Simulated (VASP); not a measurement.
# Pb2Cl3 (R-3c) in VASP: notebook, part 2 of 2

VASP 6.6.1.

## (4) Single point, PBE

This run uses another cell than the first one, of 28.69 Å³/atom.

INCAR

```
SYSTEM = Pb2Cl3
PREC = Accurate ; ENCUT = 520
EDIFF = 1E-6 ; ISMEAR = 0
SIGMA = 0.02 ; LREAL = .False.
LASPH = .True. ; NELM = 100
ALGO = Normal ; ISIF = 2
LWAVE = .False. ; LCHARG = .True.
GGA = PE ; LELF = .True.
LVHAR = .True. ; NBANDS = 60
```

KPOINTS

```
Automatic mesh
0
Gamma
  6 6 6
  0 0 0
```

POSCAR

```
Pb2Cl3
1.0
    4.2684804978      2.4644083644      4.5456708418
   -4.2684804978      2.4644083644      4.5456708418
    0.0000000000     -4.9288167289      4.5456708418
Pb Cl
4 6
Direct
    0.8742795255      0.8742795255      0.8742795255
    0.6257204745      0.6257204745      0.6257204745
    0.1257204745      0.1257204745      0.1257204745
    0.3742795255      0.3742795255      0.3742795255
    0.0720257964      0.4279742036      0.7500000000
    0.7500000000      0.0720257964      0.4279742036
    0.4279742036      0.7500000000      0.0720257964
    0.9279742036      0.5720257964      0.2500000000
    0.2500000000      0.9279742036      0.5720257964
    0.5720257964      0.2500000000      0.9279742036
```

Potentials or basis: VASP PAW PBE potentials, release 64 (Pb_d, Cl).

Started as:

```bash
$ cat potpaw_PBE.64/Pb_d/POTCAR potpaw_PBE.64/Cl/POTCAR > POTCAR
$ mpirun -np 1 vasp_std > vasp.out
```

OUTCAR:

```text
SYSTEM = Pb2Cl3
   PREC = Accurate
   ENCUT = 520
   EDIFF = 1E-6
   ISMEAR = 0
   LREAL = .False.
   LASPH = .True.
   NELM = 100
   ISIF = 2
   GGA = PE

 ion  position               nearest neighbor table
   1  0.874  0.874  0.874-   9 2.95  10 2.95   8 2.95   7 3.23   5 3.23   6 3.23   2 3.39   3 3.43

   2  0.626  0.626  0.626-  10 2.95   9 2.95   8 2.95   6 3.23   5 3.23   7 3.23   1 3.39   4 3.43

   3  0.126  0.126  0.126-   6 2.95   7 2.95   5 2.95  10 3.23   8 3.23   9 3.23   4 3.39   1 3.43

   4  0.374  0.374  0.374-   7 2.95   6 2.95   5 2.95   9 3.23   8 3.23  10 3.23   3 3.39   2 3.43

   5  0.072  0.428  0.750-   3 2.95   4 2.95   1 3.23   2 3.23
   6  0.750  0.072  0.428-   3 2.95   4 2.95   2 3.23   1 3.23
   7  0.428  0.750  0.072-   4 2.95   3 2.95   1 3.23   2 3.23
   8  0.928  0.572  0.250-   1 2.95   2 2.95   3 3.23   4 3.23
   9  0.250  0.928  0.572-   1 2.95   2 2.95   4 3.23   3 3.23
  10  0.572  0.250  0.928-   2 2.95   1 2.95   3 3.23   4 3.23

  LATTYP: Found a trigonal (rhomboedric) cell.
 ALAT       =     6.7049502421
 COS(alpha) =     0.1894394176

  Lattice vectors:

 A1 = (   4.2684804978,   2.4644083644,   4.5456708418)
 A2 = (  -4.2684804978,   2.4644083644,   4.5456708418)
 A3 = (   0.0000000000,  -4.9288167289,   4.5456708418)

Analysis of symmetry for initial positions (statically):
=====================================================================
 Subroutine PRICEL returns:
 Original cell was already a primitive cell.

 Routine SETGRP: Setting up the symmetry group for a
 trigonal (rhombohedral) supercell.

 Subroutine GETGRP returns: Found 12 space group operations
 (whereof  6 operations were pure point group operations)
 out of a pool of 12 trial point group operations.

The static configuration has the point symmetry S_6 .
 The point group associated with its full space group is D_3d.

Analysis of symmetry for dynamics (positions and initial velocities):
=====================================================================
 Subroutine PRICEL returns:
 Original cell was already a primitive cell.

 Routine SETGRP: Setting up the symmetry group for a
 trigonal (rhombohedral) supercell.

 Subroutine GETGRP returns: Found 12 space group operations
 (whereof  6 operations were pure point group operations)
 out of a pool of 12 trial point group operations.

The dynamic configuration has the point symmetry S_6 .
 The point group associated with its full space group is D_3d.

 Subroutine INISYM returns: Found 12 space group operations
 (whereof  6 operations are pure point group operations),
 and found     1 'primitive' translations

----------------------------------------------------------------------------------------

                                     Primitive cell

  volume of cell :     286.9031

  direct lattice vectors                    reciprocal lattice vectors
     4.268480498  2.464408364  4.545670842     0.117137703  0.067629484  0.073329844
    -4.268480498  2.464408364  4.545670842    -0.117137703  0.067629484  0.073329844
     0.000000000 -4.928816729  4.545670842     0.000000000 -0.135258968  0.073329844

  length of vectors
     6.704950242  6.704950242  6.704950242     0.153857904  0.153857904  0.153857904

  position of ions in fractional coordinates (direct lattice)
[... 54 lines left out ...]
  0.333333  0.000000 -0.000000      6.000000
  0.500000 -0.000000 -0.000000      3.000000
  0.166667  0.166667 -0.000000      6.000000
  0.333333  0.166667 -0.000000     12.000000
[... 16 lines left out ...]
  0.500000  0.500000  0.166667      6.000000
 -0.333333  0.500000  0.166667     12.000000
 [... further k-points ...]
   k-points           NKPTS =     32   k-points in BZ     NKDIM =     32   number of bands    NBANDS=     60
   number of dos      NEDOS =    301   number of ions     NIONS =     10
   total plane-waves  NPLWV = 125000
   dimension x,y,z NGX =    50 NGY =   50 NGZ =   50
   dimension x,y,z NGXF=   100 NGYF=  100 NGZF=  100
   ions per type =               4   6
   NGX,Y,Z   is equivalent  to a cutoff of  12.40, 12.40, 12.40 a.u.
   NGXF,Y,Z  is equivalent  to a cutoff of  24.79, 24.79, 24.79 a.u.
 SYSTEM =  Pb2Cl3
   PREC   = accura    normal or accurate (medium, high low for compatibility)
   ISTART =      0    job   : 0-new  1-cont  2-samecut
   ICHARG =      2    charge: 1-file 2-atom 10-const
   ISPIN  =      1    spin polarized calculation?
   LNONCOLLINEAR =      F non collinear calculations
   LSORBIT =      F    spin-orbit coupling
   LASPH  =      T    aspherical Exc in radial PAW
   ENCUT  =  520.0 eV  38.22 Ry    6.18 a.u.  12.47 12.47 12.47*2*pi/ulx,y,z
   NELM   =    100;   NELMIN=  2; NELMDL= -5     # of ELM steps
   EDIFF  = 0.1E-05   stopping-criterion for ELM
   LREAL  =      F    real-space projection
[... 7 lines left out ...]
   TEBEG  =    0.0;   TEEND  =   0.0 temperature during run
   PSTRESS=    0.0 pullay stress
   NELECT =      98.0000    total number of electrons
   NUPDOWN=      -1.0000    fix difference up-down
   EMIN   =  10.00;   EMAX   =-10.00  energy-range for DOS
   EFERMI =   0.00;   METHOD = LEGACY
   ISMEAR =     0;   SIGMA  =   0.02  broadening in eV -4-tet -1-fermi 0-gaus
   EFERMI_NEDOS =   21; number of points for ismear=-14 and -15
   IALGO  =     38    algorithm
   IMIX   =      4    mixing-type and parameters
     AMIX     =   0.40;   BMIX     =  1.00
     AMIX_MAG =   1.60;   BMIX_MAG =  1.00
  volume/ion in A,a.u.               =      28.69       193.61
  Fermi-wavevector in a.u.,A,eV,Ry     =   1.144384  2.162572 17.818391  1.309615
  Thomas-Fermi vector in A             =   2.281076
   LORBIT       =      0    0 simple, 1 ext, 2 COOP (PROOUT), +10 PAW based schemes
   GGA     = PE    functional components
   LHFCALC =     F    Hartree Fock is set to
   AEXX    =    0.0000 exact exchange contribution
   IVDW    =     0    specifies the selected vdW correction
   LEPSILON=     F    determine dielectric tensor
   LRPA    =     F    only Hartree local field effects (RPA)
 non-spin polarized calculation
 Gauss-broadening in eV      SIGMA  =   0.02
  energy-cutoff  :      520.00
  volume of cell :      286.90
 maximum number of plane-waves:      7748
 NGX is ok and might be reduce to    50
   NGX = 25   NGY = 25   NGZ = 25

 number of electron      98.0000030 magnetization

 Free energy of the ion-electron system (eV)
  ---------------------------------------------------
  ext. energy  EPLUGINS =         0.00000000
  ---------------------------------------------------
  free energy    TOTEN  =       -34.31597721 eV

  energy without entropy =      -34.31550019  energy(sigma->0) =      -34.31573870

 E-fermi :   4.1303     XC(G=0):  -8.8888

 val. band max:        4.1114691769   @ k =  -0.3333  -0.3333   0.1667
 cond. band min:       4.1500013799   @ k =   0.3333   0.1667  -0.0000
 fundamental gap:      0.0385322030
 Fermi energy:         4.1303399831

 k-point     1 :       0.0000    0.0000    0.0000
  band No.  band energies     occupation
      1     -13.3768      2.00000
      2     -13.3198      2.00000
      3     -13.3198      2.00000
      4     -13.2865      2.00000
      5     -13.2865      2.00000
      6     -13.2716      2.00000
[... 1501 lines left out ...]
     59       7.5505      0.00000
     60       8.8419      0.00000

 [... further k-points ...]

------------------------ aborting loop because EDIFF is reached ----------------------------------------

  FORCE on cell =-STRESS in cart. coord.  units (eV):
  Direction    XX          YY          ZZ          XY          YZ          ZX
  --------------------------------------------------------------------------------------
  -------------------------------------------------------------------------------------
  Total       -0.1891707     -0.1891707     -0.1519270      0.0000000      0.0000000      0.0000000
  in kB       -1.0564021     -1.0564021     -0.8484189      0.0000000      0.0000000      0.0000000
  external PRESSURE =      -0.9870744 kB  Pullay stress =       0.0000000 kB

 VOLUME and BASIS-vectors are now :
 -----------------------------------------------------------------------------
  energy-cutoff  :      520.00
  volume of cell :      286.90
      direct lattice vectors                 reciprocal lattice vectors
     4.268480498  2.464408364  4.545670842     0.117137703  0.067629484  0.073329844
    -4.268480498  2.464408364  4.545670842    -0.117137703  0.067629484  0.073329844
     0.000000000 -4.928816729  4.545670842     0.000000000 -0.135258968  0.073329844

 POSITION                                       TOTAL-FORCE (eV/Angst)
 -----------------------------------------------------------------------------------
      0.00000     -0.00000     11.92256         0.000000      0.000000     -0.004121
      0.00000     -0.00000      8.53296         0.000000     -0.000000      0.004121
      0.00000     -0.00000      1.71445         0.000000     -0.000000      0.004121
      0.00000     -0.00000      5.10405         0.000000      0.000000     -0.004121
     -1.51936     -2.46441      5.68209        -0.002628     -0.000000      0.000000
      2.89392     -0.08360      5.68209         0.001314     -0.002276      0.000000
     -1.37456      2.54801      5.68209         0.001314      0.002276      0.000000
      1.51936      2.46441      7.95492         0.002628     -0.000000      0.000000
     -2.89392      0.08360      7.95492        -0.001314      0.002276      0.000000
      1.37456     -2.54801      7.95492        -0.001314     -0.002276      0.000000
 -----------------------------------------------------------------------------------
    total drift:                               -0.000000     -0.000000      0.000000

  FREE ENERGIE OF THE ION-ELECTRON SYSTEM (eV)
  ---------------------------------------------------
  free  energy   TOTEN  =       -34.3159772136 eV

  energy  without entropy=      -34.3155001860  energy(sigma->0) =      -34.31573870
```

Run time: 9.6 min. Hardware: 1 thread of Intel Xeon Platinum 8259CL at 2.50GHz (Skylake/Cascade Lake), shared host; peak memory 0.59 GiB.

Results:

| Property | Result |
| --- | --- |
| Free energy | -34.3160 eV |
| Pressure | -0.1 GPa |
| Largest force | 0.004 eV/Å |
| Band gap on the k mesh | zero (bands 49 and 50 overlap by 0.17 eV) |

Forces in eV/Å, atoms in the order of the input:
```
Pb   0.000  0.000 -0.004
Pb   0.000  0.000  0.004
Pb   0.000  0.000  0.004
Pb   0.000  0.000 -0.004
Cl  -0.003  0.000  0.000
Cl   0.001 -0.002  0.000
Cl   0.001  0.002  0.000
Cl   0.003  0.000  0.000
Cl  -0.001  0.002  0.000
Cl  -0.001 -0.002  0.000
```

Caveat: spin-orbit coupling is left out, which moves the levels of the heavy elements.

## (5) Summary

```csv
cell,k mesh,smearing,gap on the mesh (eV),pressure (GPa)
"a = 7.668 Å, angles 55.3°, 10 atoms, atomic positions A",3 × 3 × 3,gaussian 0.1 eV,none,8.5
"a = 6.690 Å, angles 79.3°, 10 atoms, atomic positions B",3 × 3 × 3,gaussian 0.1 eV,0.49,0.0
"a = 6.705 Å, angles 79.1°, 10 atoms, atomic positions C",6 × 6 × 6,gaussian 0.02 eV,none,-0.1
```

Alike in all rows: task single point; level PBE; potentials or basis VASP PAW PBE potentials, release 64 (Pb_d, Cl); no spin polarisation; cutoff (eV) 520.

Caveats: spin-orbit coupling is left out, which moves the levels of the heavy elements; the cell stands under pressure (at least some runs).

Absolute energies hang on the potentials; compare differences alone.

The gap in the log of VASP goes by the Fermi energy; the results here count the filled bands.